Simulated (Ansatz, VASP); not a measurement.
Two plane-wave programs on PW

File INCAR:

```
PREC = Accurate
ENCUT = 520
EDIFF = 1E-7
ISMEAR = -1
SIGMA = 0.1
LREAL = False
LASPH = True
NELM = 100
ALGO = Normal
ISIF = 2
LWAVE = False
LCHARG = False
GGA = CA
NBANDS = 16
```

The input KPOINTS:

```
regular mesh
0
Gamma
  12 12 12
```

POSCAR

```
PW
1.0
    0.0000000000      2.6709933563      2.6709933563
    2.6709933563      0.0000000000      2.6709933563
    2.6709933563      2.6709933563      0.0000000000
W P
1 1
Direct
    0.0000000000      0.0000000000      0.0000000000
    0.2500000000      0.2500000000      0.2500000000
```

Input for Ansatz:

```yaml
crystal:
  lattice:
    - [0.0, 2.6709933563, 2.6709933563]
    - [2.6709933563, 0.0, 2.6709933563]
    - [2.6709933563, 2.6709933563, 0.0]
  atoms:
    - { symbol: W, position: [0.0, 0.0, 0.0] }
    - { symbol: P, position: [0.25, 0.25, 0.25] }
kpoints:
  mp_grid: { grid: [12, 12, 12] }
  band_path:
    path:
      - [0.0, 0.0, 0.0]
      - [-0.5, -0.5, 0.0]
      - [-0.375, -0.375, 0.25]
      - [-0.375, 0.0, 0.375]
      - [0.0, 0.0, 0.0]
      - [0.0, 0.0, 0.5]
      - [-0.5, -0.25, 0.25]
      - [-0.5, -0.5, 0.0]
    npoints: 8
scf:
  occupations: { method: fermi_dirac, width: 0.1 }
hamiltonian:
  xc: lda
  pseudopotentials: { kind: paw }
output:
  forces: true
  stress: true
  eigenvalues: true
  populations: true
  dos: { projected: true, de: 0.2, e_range: [-14, 8] }
```

Change from the starting cell: volume scaled by 1, PAW files.

Alike in both runs: task single point; functional LDA; k mesh 12 × 12 × 12; occupations fermi-dirac, width 0.1 eV; no spin polarisation.

|  | VASP | Ansatz |
| --- | --- | --- |
| version | VASP 6.6.1 | Ansatz 0.2.0 |
| potentials or method | VASP PAW LDA potentials, release 64 (W_sv, P) | PAW with Ansatz's default frozen-core files, scalar-relativistic |
| plane-wave cutoff (eV) | 520 | 420 |
| valence electrons in the cell | 19 | 19 |

|  | VASP | Ansatz | Ansatz less VASP |
| --- | --- | --- | --- |
| pressure (GPa) | 0.4 | 0.0 | -0.40 |

LDA's correlation is that of Perdew and Zunger in VASP and of Perdew and Wang (1992) in Ansatz.

Neither program's run includes spin-orbit coupling.
